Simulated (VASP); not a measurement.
# CoSi2 (Fm-3m) in VASP: notebook, part 2 of 2

VASP 6.6.1. Earlier steps stand in the parts before.

**3. Single point, PBE**

The input, INCAR:

```
PREC     = Accurate       # precision mode
ENCUT    = 520            # plane-wave cutoff, eV
EDIFF    = 1E-6           # SCF threshold, eV
ISMEAR   = 0              # smearing method
SIGMA    = 0.1            # smearing width, eV
LREAL    = F              # projectors in reciprocal space
LASPH    = T              # aspherical terms in the spheres
NELM     = 80             # most SCF steps
ALGO     = Normal         # electronic algorithm
ISIF     = 2              # what is computed and relaxed
LWAVE    = F              # write WAVECAR
LCHARG   = F              # write CHGCAR
GGA      = PE             # functional
NBANDS   = 16             # bands
```

The input, KPOINTS:

```
Automatic mesh
0
Gamma
  14 14 14
```

The input, POSCAR:

```
CoSi2
1.0
    0.0000000000      2.6801763726      2.6801763726
    2.6801763726      0.0000000000      2.6801763726
    2.6801763726      2.6801763726      0.0000000000
Co Si
1 2
Direct
    0.0000000000      0.0000000000      0.0000000000
    0.2500000000      0.2500000000      0.2500000000
    0.7500000000      0.7500000000      0.7500000000
```

Potentials or basis: VASP PAW PBE potentials, release 64 (Co, Si).

On the command line:

```bash
> cat potpaw_PBE.64/Co/POTCAR potpaw_PBE.64/Si/POTCAR > POTCAR
> mpirun -np 1 vasp_std > vasp.out
```

OUTCAR:

```text
PREC = Accurate
   ENCUT = 520
   EDIFF = 1E-6
   ISMEAR = 0
   LREAL = F
   LASPH = T
   NELM = 80
   ISIF = 2
   GGA = PE

 ion  position               nearest neighbor table
   1  0.000  0.000  0.000-   3 2.32   3 2.32   3 2.32   2 2.32   3 2.32   2 2.32   2 2.32   2 2.32

   2  0.250  0.250  0.250-   1 2.32   1 2.32   1 2.32   1 2.32   3 2.68   3 2.68   3 2.68   3 2.68
                             3 2.68   3 2.68
   3  0.750  0.750  0.750-   1 2.32   1 2.32   1 2.32   1 2.32   2 2.68   2 2.68   2 2.68   2 2.68
                             2 2.68   2 2.68

[... 645 lines left out ...]
     15      18.3816      0.00000
     16      18.6316      0.00000

 [... further k-points ...]
[... 5 lines left out ...]
  --------------------------------------------------------------------------------------
  -------------------------------------------------------------------------------------
  Total       -0.0673029     -0.0673029     -0.0673029      0.0000000      0.0000000     -0.0000000
  in kB       -2.8004262     -2.8004262     -2.8004262      0.0000000      0.0000000     -0.0000000
  external PRESSURE =      -2.8004262 kB  Pullay stress =       0.0000000 kB

 VOLUME and BASIS-vectors are now :
 -----------------------------------------------------------------------------
  energy-cutoff  :      520.00
  volume of cell :       38.51
      direct lattice vectors                 reciprocal lattice vectors
     0.000000000  2.680176373  2.680176373    -0.186554887  0.186554887  0.186554887
     2.680176373  0.000000000  2.680176373     0.186554887 -0.186554887  0.186554887
     2.680176373  2.680176373  0.000000000     0.186554887  0.186554887 -0.186554887

 POSITION                                       TOTAL-FORCE (eV/Angst)
 -----------------------------------------------------------------------------------
      0.00000      0.00000      0.00000        -0.000000     -0.000000     -0.000000
      1.34009      1.34009      1.34009         0.000000      0.000000      0.000000
      4.02026      4.02026      4.02026        -0.000000     -0.000000     -0.000000
 -----------------------------------------------------------------------------------
    total drift:                               -0.000000     -0.000000      0.000000

  FREE ENERGIE OF THE ION-ELECTRON SYSTEM (eV)
  ---------------------------------------------------
  free  energy   TOTEN  =       -19.2974008092 eV

  energy  without entropy=      -19.2922345681  energy(sigma->0) =      -19.29481769
```

OSZICAR:

```text
N       E                     dE             d eps       ncg     rms          rms(c)
DAV:   1     0.594687608260E+02    0.59469E+02   -0.67671E+03  3360   0.101E+03
DAV:   2    -0.176592646087E+02   -0.77128E+02   -0.68502E+02  3776   0.199E+02
DAV:   3    -0.206627702607E+02   -0.30035E+01   -0.29581E+01  4360   0.436E+01
DAV:   4    -0.207144472029E+02   -0.51677E-01   -0.51632E-01  4032   0.558E+00
DAV:   5    -0.207159460177E+02   -0.14988E-02   -0.14987E-02  4408   0.957E-01    0.143E+01
DAV:   6    -0.244527127231E+02   -0.37368E+01   -0.24935E+01  3560   0.103E+02    0.180E+01
DAV:   7    -0.193244965377E+02    0.51282E+01   -0.11123E+01  4176   0.809E+01    0.317E+00
DAV:   8    -0.193301201243E+02   -0.56236E-02   -0.75742E-01  3992   0.580E+00    0.192E+00
DAV:   9    -0.192974094804E+02    0.32711E-01   -0.89940E-02  3928   0.557E+00    0.492E-01
DAV:  10    -0.192976105291E+02   -0.20105E-03   -0.70214E-03  4664   0.134E+00    0.152E-01
DAV:  11    -0.192973712346E+02    0.23929E-03   -0.94442E-04  4296   0.574E-01    0.326E-02
DAV:  12    -0.192974025510E+02   -0.31316E-04   -0.90831E-05  3864   0.687E-02    0.187E-02
DAV:  13    -0.192974004540E+02    0.20971E-05   -0.78764E-06  4440   0.430E-02    0.789E-03
DAV:  14    -0.192974008092E+02   -0.35525E-06   -0.76710E-07  2320   0.100E-02
   1 F= -.19297401E+02 E0= -.19294818E+02  d E =-.516624E-02
```

stdout:

```text
POSCAR found type information on POSCAR CoSi
 POSCAR found :  2 types and       3 ions
 scaLAPACK will be used
 LDA part: xc-table for (Slater+PW92), standard interpolation
 POSCAR, INCAR and KPOINTS ok, starting setup
 FFT: planning ... GRIDC
 FFT: planning ... GRID_SOFT
 FFT: planning ... GRID
 WAVECAR not read
 entering main loop
```

Wall time 35 s (1 thread of AMD EPYC 9R45 (Zen 5), shared host); peak memory 0.17 GiB.

What came out:

- Free energy: -19.2974 eV
- Pressure: -0.3 GPa

Levels at points of the mesh, in eV from the Fermi level:
```
           k point  band 7  band 8  band 9  band 10  band 11  band 12
(0.00, 0.00, 0.00)    0.72    3.39    3.39     3.39     3.44     3.44
(0.50, 0.00, 0.00)   -1.63   -0.48   -0.48     2.67     3.39     3.39
(0.50, 0.50, 0.00)   -1.96   -1.92   -1.34     1.55     2.91     8.54
```

Spin polarisation is off, so any magnetic state and its effect on volume and gap are missing.

**4. Relaxation of cell and atoms, PBE**

This run uses another cell than the first one, of 12.87 Å³/atom, 1.003 times its volume.

The input, INCAR:

```
SYSTEM = CoSi2
  PREC = Accurate
  ENCUT = 600
  EDIFF = 1E-7
  ISMEAR = 0
  SIGMA = 0.1
  LREAL = .False.
  LASPH = .True.
  NELM = 100
  ALGO = Normal
  ISIF = 3
  LWAVE = .False.
  LCHARG = .False.
  GGA = PE
  IBRION = 2
  NSW = 100
  EDIFFG = -0.005
```

The input, KPOINTS:

```
regular mesh
0
Gamma
  14 14 14
  0 0 0
```

The input, POSCAR:

```
CoSi2
1.0
    0.0000000000      2.6825000000      2.6825000000
    2.6825000000      0.0000000000      2.6825000000
    2.6825000000      2.6825000000      0.0000000000
Co Si
1 2
Direct
    0.0000000000      0.0000000000      0.0000000000
    0.2500000000      0.2500000000      0.2500000000
    0.7500000000      0.7500000000      0.7500000000
```

On the command line:

```bash
> cat potpaw_PBE.64/Co/POTCAR potpaw_PBE.64/Si/POTCAR > POTCAR
> mpirun -np 1 vasp_std > vasp.out
```

Run time: 72 s. Hardware: 1 thread of AMD EPYC 9R45 (Zen 5), shared host; peak memory 0.19 GiB.

The run converged. Its results:

- Free energy: -19.2974 eV
- Relaxed volume: 12.82 Å³/atom
- Relaxed cell: a = 3.789 Å, b = 3.789 Å, c = 3.789 Å, α = 60.00°, β = 60.00°, γ = 60.00°
- Space group after relaxing (to 0.05 Å): Fm-3m (No. 225)
- Energy gained by relaxing: 0.1 meV/atom
- Ionic steps: 3
- Pressure after relaxing: 0.0 GPa

Step by step:
```tsv
step	energy change (eV)	largest force (eV/Å)	pressure (GPa)	volume (Å³)
1	0.0000	0.0000	-0.67	38.61
2	0.0000	0.0000	0.73	38.30
3	-0.0003	0.0000	-0.01	38.46
```

Final structure:
```
Co Si
1.0
     0.00000    2.67904    2.67904
     2.67904    0.00000    2.67904
     2.67904    2.67904    0.00000
Co Si
1 2
Cartesian
  0.0000 0.0000 0.0000
  1.3395 1.3395 1.3395
  4.0186 4.0186 4.0186
```

Levels at points of the mesh, in eV from the Fermi level:
```
           k point  band 5  band 6  band 7  band 8  band 9  band 10  band 11  band 12
(0.00, 0.00, 0.00)   -1.91   -1.91    0.73    3.39    3.39     3.39     3.44     3.44
(0.50, 0.00, 0.00)   -2.18   -1.64   -1.64   -0.49   -0.49     2.68     3.39     3.39
(0.50, 0.50, 0.00)   -3.67   -1.96   -1.96   -1.92   -1.34     1.55     2.91     8.54
```

**5. The runs side by side**

```csv
task,cell,k mesh,cutoff (eV),smearing,gap on the mesh (eV),pressure (GPa)
single point,"a = 3.790 Å, angles 60.0°, 3 atoms",12 × 12 × 12,520,gaussian 0.15 eV,none,-0.3
single point,"a = 3.790 Å, angles 60.0°, 3 atoms",14 × 14 × 14,520,gaussian 0.1 eV,none,-0.3
relaxation of cell and atoms,"relaxed from a = 3.794 Å, angles 60.0°, 3 atoms",14 × 14 × 14,600,gaussian 0.1 eV,none,0.0
```

Alike in all rows: level PBE; potentials or basis VASP PAW PBE potentials, release 64 (Co, Si); no spin polarisation.

Absolute energies hang on the potentials; compare differences alone.
